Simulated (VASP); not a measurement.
# Rh (P6_3/mmc) in VASP: a series of runs

The runs below take Rh through vibrations by perturbation theory, with PBE.

Everything below comes from runs of VASP 6.6.1. Logs are shortened: lines on timing, memory, paths and dates and some standing lists are left out, and cuts for length are marked.

## (1) The cell of the first run

It takes space group P6_3/mmc (No. 194, hexagonal). Conventional cell: a = 2.717 Å, b = 2.717 Å, c = 4.377 Å, α = 90.00°, β = 90.00°, γ = 120.00°. Rh (site symmetry -6m2) has 12 Rh at 2.69 to 2.72 Å within 3.6 Å.

This isn't the form of Rh at room conditions, which is fcc.

## (2) Vibrations by perturbation theory, PBE

INCAR

```
ALGO = Normal ; EDIFF = 1E-8
ENCUT = 520 ; GGA = PE
IBRION = 8 ; ISIF = 2
ISMEAR = -1 ; LASPH = T
LCHARG = F ; LREAL = F
LWAVE = F ; NBANDS = 22
NELM = 100 ; NSW = 1
PREC = Accurate ; SIGMA = 0.15
```

KPOINTS

```
k-points
0
Gamma
  18 18 10
```

POSCAR

```
Rh
1.0
    2.7174394556      0.0000000000      0.0000000000
   -1.3587197278      2.3533716018      0.0000000000
    0.0000000000      0.0000000000      4.3770566265
Rh
2
Direct
    0.6666666667      0.3333333333      0.7500000000
    0.3333333333      0.6666666667      0.2500000000
```

Potentials or basis: VASP PAW PBE potentials, release 64 (Rh_pv).

Run with:

```
$ cat potpaw_PBE.64/Rh_pv/POTCAR > POTCAR
$ mpirun -np 1 vasp_std > vasp.out
```

OUTCAR:

```text
EDIFF = 1E-8
   ENCUT = 520
   GGA = PE
   IBRION = 8
   ISIF = 2
   ISMEAR = -1
   LASPH = T
   LREAL = F
   NELM = 100
   NSW = 1
   PREC = Accurate

 ion  position               nearest neighbor table
   1  0.667  0.333  0.750-   2 2.69   2 2.69   2 2.69   2 2.69   2 2.69   2 2.69
   2  0.333  0.667  0.250-   1 2.69   1 2.69   1 2.69   1 2.69   1 2.69   1 2.69

  LATTYP: Found a hexagonal cell.
 ALAT       =     2.7174394556
 C/A-ratio  =     1.6107282970

  Lattice vectors:

 A1 = (   2.7174394556,   0.0000000000,   0.0000000000)
 A2 = (  -1.3587197278,   2.3533716018,   0.0000000000)
 A3 = (   0.0000000000,   0.0000000000,   4.3770566265)

Analysis of symmetry for initial positions (statically):
=====================================================================
 Subroutine PRICEL returns:
 Original cell was already a primitive cell.

 Routine SETGRP: Setting up the symmetry group for a
 hexagonal supercell.

 Subroutine GETGRP returns: Found 24 space group operations
 (whereof 12 operations were pure point group operations)
 out of a pool of 24 trial point group operations.

The static configuration has the point symmetry D_3d.
 The point group associated with its full space group is D_6h.

Analysis of symmetry for dynamics (positions and initial velocities):
=====================================================================
 Subroutine PRICEL returns:
 Original cell was already a primitive cell.

 Routine SETGRP: Setting up the symmetry group for a
 hexagonal supercell.

 Subroutine GETGRP returns: Found 24 space group operations
 (whereof 12 operations were pure point group operations)
 out of a pool of 24 trial point group operations.

The dynamic configuration has the point symmetry D_3d.
 The point group associated with its full space group is D_6h.

 Subroutine INISYM returns: Found 24 space group operations
 (whereof 12 operations are pure point group operations),
 and found     1 'primitive' translations

----------------------------------------------------------------------------------------

                                     Primitive cell

  volume of cell :      27.9919

[... 763 lines left out ...]
     0.000000000  0.000000000  4.377056626     0.000000000  0.000000000  0.228464031

 POSITION                                       TOTAL-FORCE (eV/Angst)
 -----------------------------------------------------------------------------------
      1.35872      0.78446      3.28279         0.000000     -0.000000      0.000000
     -0.00000      1.56891      1.09426        -0.000000      0.000000      0.000000
 -----------------------------------------------------------------------------------
    total drift:                               -0.000000      0.000000     -0.000000

  FREE ENERGIE OF THE ION-ELECTRON SYSTEM (eV)
  ---------------------------------------------------
  free  energy   TOTEN  =       -14.5660038265 eV

  energy  without entropy=      -14.3185869579  energy(sigma->0) =      -14.44229539

[... ionic steps 2 to 3 ...]

--------------------------------------- Ionic step        4  -------------------------------------------

------------------------ aborting loop because EDIFF is reached ----------------------------------------

[... ionic steps 5 to 5 ...]

--------------------------------------- Ionic step        6  -------------------------------------------

 Free energy of the ion-electron system (eV)
  ---------------------------------------------------
  ---------------------------------------------------
  free energy    TOTEN  =        -0.58358495 eV

  energy without entropy =       -0.58358495

------------------------ aborting loop because EDIFF is reached ----------------------------------------

 INTERNAL STRAIN TENSOR  FOR ION    1  DIRECTION 3   (eV/Angst):
 -----------------------------------------------------------------------------
     0.06082  0.00000  0.00000
     0.00000  0.06082  0.00000
     0.00000  0.00000 -0.11538

 INTERNAL STRAIN TENSOR FOR ION    2 for displacements in x,y,z  (eV/Angst):
          X           Y           Z          XY          YZ          ZX
  --------------------------------------------------------------------------------
  x     0.00000    -0.00000     0.00000    -2.29032     0.00000     0.00000
  y    -2.29032     2.29032    -0.00000     0.00000     0.00000     0.00000
  z     0.00000    -0.00000     0.00000     0.00000    -0.00000     0.00000

 SECOND DERIVATIVES (NOT SYMMETRIZED)
 ------------------------------------
               1X          1Y          1Z          2X          2Y          2Z
  1X    -3.995653    0.000000    0.000000    3.995653    0.000000    0.000000
  1Y     0.000000   -3.995653    0.000000    0.000000    3.995653    0.000000
  1Z     0.000000   -0.000000  -10.963295   -0.000000    0.000000   10.963295
  2X     3.995653    0.000000    0.000000   -3.995653    0.000000    0.000000
  2Y     0.000000    3.995653    0.000000    0.000000   -3.995653    0.000000
  2Z    -0.000000    0.000000   10.963295    0.000000   -0.000000  -10.963295

 Eigenvectors and eigenvalues of the dynamical matrix
 ----------------------------------------------------

   1 f  =    7.216322 THz    45.341490 2PiTHz  240.710600 cm-1    29.844297 meV
             X         Y         Z           dx          dy          dz
      1.358720  0.784457  3.282792    -0.000000    0.000000    0.707107
     -0.000000  1.568914  1.094264     0.000000    0.000000   -0.707107
[... 16 lines left out ...]
   5 f  =    0.000000 THz     0.000000 2PiTHz    0.000000 cm-1     0.000000 meV
             X         Y         Z           dx          dy          dz
      1.358720  0.784457  3.282792    -0.000000    0.000000    0.707107
     -0.000000  1.568914  1.094264     0.000000    0.000000    0.707107

   6 f/i=    0.000000 THz     0.000000 2PiTHz    0.000001 cm-1     0.000000 meV
             X         Y         Z           dx          dy          dz
      1.358720  0.784457  3.282792    -0.000000    0.707107   -0.000000
     -0.000000  1.568914  1.094264     0.000000    0.707107    0.000000

--------------------------------------------------------------------------------------------------------

 ELASTIC MODULI CONTR FROM IONIC RELAXATION (kBar)
 Direction    XX          YY          ZZ          XY          YZ          ZX
 --------------------------------------------------------------------------------
 XX         -75.1417     75.1417     -0.0000      0.0000      0.0000      0.0000
 YY          75.1417    -75.1417      0.0000     -0.0000     -0.0000      0.0000
 ZZ          -0.0000      0.0000     -0.0000      0.0000      0.0000      0.0000
 XY           0.0000     -0.0000      0.0000    -75.1417     -0.0000      0.0000
 YZ           0.0000     -0.0000      0.0000     -0.0000     -0.0000      0.0000
 ZX           0.0000      0.0000      0.0000      0.0000      0.0000      0.0000
 --------------------------------------------------------------------------------
```

stdout:

```text
POSCAR found type information on POSCAR Rh
 POSCAR found :  1 types and       2 ions
 scaLAPACK will be used
 LDA part: xc-table for (Slater+PW92), standard interpolation
 POSCAR, INCAR and KPOINTS ok, starting setup
 FFT: planning ... GRIDC
 FFT: planning ... GRID_SOFT
 FFT: planning ... GRID
 WAVECAR not read
 entering main loop
 Linear response reoptimize wavefunctions to high precision
 Linear response DOF=           2
 Linear response progress:
 first order change of Fermi-energy   0.19983E-05
 force on displaced ion       1 direction 1 :  -3.996   0.000   0.000
 Linear response progress:
 first order change of Fermi-energy   0.12193E-03
 force on displaced ion       1 direction 3 :   0.000   0.000 -10.963
 Linear response finished
```

Wall time 39 min (1 thread of Oxide Virtual Turin-like, shared host); peak memory 1 GiB.

What came out:

| Quantity | Value |
| --- | --- |
| Highest phonon frequency at Γ | 241 cm⁻¹ |

Phonon frequencies in cm⁻¹ (negative: imaginary):
| q point | frequencies |
| --- | --- |
| (0.000, 0.000, 0.000) | 0 0 0 145 145 241 |

Caveat: the cell stands under pressure or tension, which shifts response properties.

## (3) Vibrations by perturbation theory, PBE

This run uses another cell than the first one, of 14.16 Å³/atom.

INCAR

```
PREC     = Accurate       # precision mode
ENCUT    = 520            # plane-wave cutoff, eV
EDIFF    = 1E-8           # SCF threshold, eV
ISMEAR   = -1             # smearing method
SIGMA    = 0.15           # smearing width, eV
LREAL    = False          # projectors in reciprocal space
LASPH    = True           # aspherical terms in the spheres
NELM     = 100            # most SCF steps
ALGO     = Fast           # electronic algorithm
ISIF     = 2              # what is computed and relaxed
LWAVE    = False          # write WAVECAR
LCHARG   = True           # write CHGCAR
GGA      = PE             # functional
IBRION   = 8              # ionic algorithm
NSW      = 1              # ionic steps
```

KPOINTS

```
regular mesh
0
Gamma
  18 18 10
```

POSCAR

```
Rh
1.0
    2.7285108022      0.0000000000      0.0000000000
   -1.3642554011      2.3629596692      0.0000000000
    0.0000000000      0.0000000000      4.3928611498
Rh
2
Direct
    0.6666666667      0.3333333333      0.7500000000
    0.3333333333      0.6666666667      0.2500000000
```

Potentials or basis: VASP PAW PBE potentials, release 64 (Rh_pv).

Run with:

```
$ cat potpaw_PBE.64/Rh_pv/POTCAR > POTCAR
$ mpirun -np 1 vasp_std > vasp.out
```

OUTCAR:

```text
PREC = Accurate
   ENCUT = 520
   EDIFF = 1E-8
   ISMEAR = -1
   LREAL = False
   LASPH = True
   NELM = 100
   ISIF = 2
   GGA = PE
   IBRION = 8
   NSW = 1

 ion  position               nearest neighbor table
   1  0.667  0.333  0.750-   2 2.70   2 2.70   2 2.70   2 2.70   2 2.70   2 2.70
   2  0.333  0.667  0.250-   1 2.70   1 2.70   1 2.70   1 2.70   1 2.70   1 2.70

  LATTYP: Found a hexagonal cell.
 ALAT       =     2.7285108022
 C/A-ratio  =     1.6099848849

  Lattice vectors:
[... 790 lines left out ...]
  2X     3.838172   -0.000000    0.000000   -3.838172    0.000000    0.000000
  2Y     0.000000    3.838172    0.000000   -0.000000   -3.838172    0.000000
  2Z    -0.000000    0.000000   10.298777    0.000000   -0.000000  -10.298777

 Eigenvectors and eigenvalues of the dynamical matrix
 ----------------------------------------------------

   1 f  =    6.994203 THz    43.945871 2PiTHz  233.301488 cm-1    28.925685 meV
             X         Y         Z           dx          dy          dz
      1.364255  0.787653  3.294646    -0.000000    0.000000    0.707107
     -0.000000  1.575306  1.098215     0.000000    0.000000   -0.707107
[... 16 lines left out ...]
   5 f  =    0.000000 THz     0.000000 2PiTHz    0.000000 cm-1     0.000000 meV
             X         Y         Z           dx          dy          dz
      1.364255  0.787653  3.294646    -0.000000    0.000000    0.707107
     -0.000000  1.575306  1.098215     0.000000    0.000000    0.707107

   6 f/i=    0.000000 THz     0.000000 2PiTHz    0.000001 cm-1     0.000000 meV
             X         Y         Z           dx          dy          dz
      1.364255  0.787653  3.294646    -0.653282   -0.270597   -0.000000
     -0.000000  1.575306  1.098215    -0.653282   -0.270597    0.000000

--------------------------------------------------------------------------------------------------------

 ELASTIC MODULI CONTR FROM IONIC RELAXATION (kBar)
 Direction    XX          YY          ZZ          XY          YZ          ZX
 --------------------------------------------------------------------------------
 XX         -68.1924     68.1924     -0.0000      0.0000      0.0000      0.0000
 YY          68.1924    -68.1924      0.0000     -0.0000      0.0000      0.0000
 ZZ          -0.0000      0.0000     -0.0000      0.0000      0.0000      0.0000
 XY           0.0000     -0.0000      0.0000    -68.1924      0.0000      0.0000
 YZ           0.0000      0.0000      0.0000      0.0000      0.0000      0.0000
 ZX           0.0000      0.0000      0.0000      0.0000      0.0000      0.0000
 --------------------------------------------------------------------------------
```

stdout:

```text
POSCAR found type information on POSCAR Rh
 POSCAR found :  1 types and       2 ions
 scaLAPACK will be used
 LDA part: xc-table for (Slater+PW92), standard interpolation
 POSCAR, INCAR and KPOINTS ok, starting setup
 FFT: planning ... GRIDC
 FFT: planning ... GRID_SOFT
 FFT: planning ... GRID
 WAVECAR not read
 entering main loop
 Linear response reoptimize wavefunctions to high precision
 Linear response DOF=           2
 Linear response progress:
 first order change of Fermi-energy   0.41360E-05
 force on displaced ion       1 direction 1 :  -3.838   0.000   0.000
 Linear response progress:
 first order change of Fermi-energy   0.12225E-03
 force on displaced ion       1 direction 3 :  -0.000   0.000 -10.299
 Linear response finished
```

Wall time 22 min (1 thread of Oxide Virtual Turin-like, shared host); peak memory 0.94 GiB.

Results:

* Highest phonon frequency at Γ: 233 cm⁻¹

Phonon frequencies in cm⁻¹ (negative: imaginary):
```
              q point        frequencies
(0.000, 0.000, 0.000)  0 0 0 142 142 233
```
